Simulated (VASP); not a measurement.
Set up this calculation in VASP 6.6.1, as the native input.

| Property | Result |
| --- | --- |
| Task | single point |
| Functional | PBE |
| Potentials or basis | VASP PAW PBE potentials, release 64 (Al, N) |
| Cutoff | 520 eV |
| k mesh | 9 × 9 × 6 |
| Occupations | gaussian, width 0.05 eV |
| Spin | no spin polarisation |
| Dipole correction | no |
| Further INCAR settings | ALGO = Normal; EDIFF = 1e-06; NBANDS = 16 |

The structure of AlN lies in POSCAR:

```
AlN
1.0
    3.1110021516      0.0000000000      0.0000000000
   -1.5555010758      2.6942068945      0.0000000000
    0.0000000000      0.0000000000      4.9780000000
Al N
2 2
Direct
    0.3333333333      0.6666666667      0.0000000000
    0.6666666667      0.3333333333      0.5000000000
    0.2714465002      0.6357232501      0.3956754787
    0.6047798335      0.3023899168      0.8956754787
```

This cell differs from its parent crystal: all N atoms moved +0.175 Å, as atom 3 towards its neighbour atom 2 (Al) at 1.885 Å.

One way to write it, as run:

INCAR

```
  ALGO = Normal
  EDIFF = 1E-6
  ENCUT = 520
  GGA = PE
  ISIF = 2
  ISMEAR = 0
  LASPH = True
  LCHARG = False
  LREAL = False
  LWAVE = False
  NBANDS = 16
  NELM = 100
  PREC = Accurate
  SIGMA = 0.05
```

KPOINTS

```
k-points
0
Gamma
  9 9 6
```

Potentials or basis: VASP PAW PBE potentials, release 64 (Al, N).

Launch:

```console
$ cat potpaw_PBE.64/Al/POTCAR potpaw_PBE.64/N/POTCAR > POTCAR
$ mpirun -np 1 vasp_std > vasp.out
```

Results of the run:

The pressure is 8.2 GPa, the largest force is 4.103 eV/Å and the band gap on the k mesh is 3.86 eV.

Caveat: the cell differs from its parent crystal (all N atoms moved +0.175 Å, as atom 3 towards its neighbour atom 2 (Al) at 1.885 Å); the cell stands under pressure; forces of over 1 eV/Å act on the atoms, so gaps and moduli don't describe the material at rest.

It took 44 s on 1 thread of Intel(R) Xeon(R) Platinum 8488C (Sapphire Rapids) (shared host), peak memory 0.21 GiB.
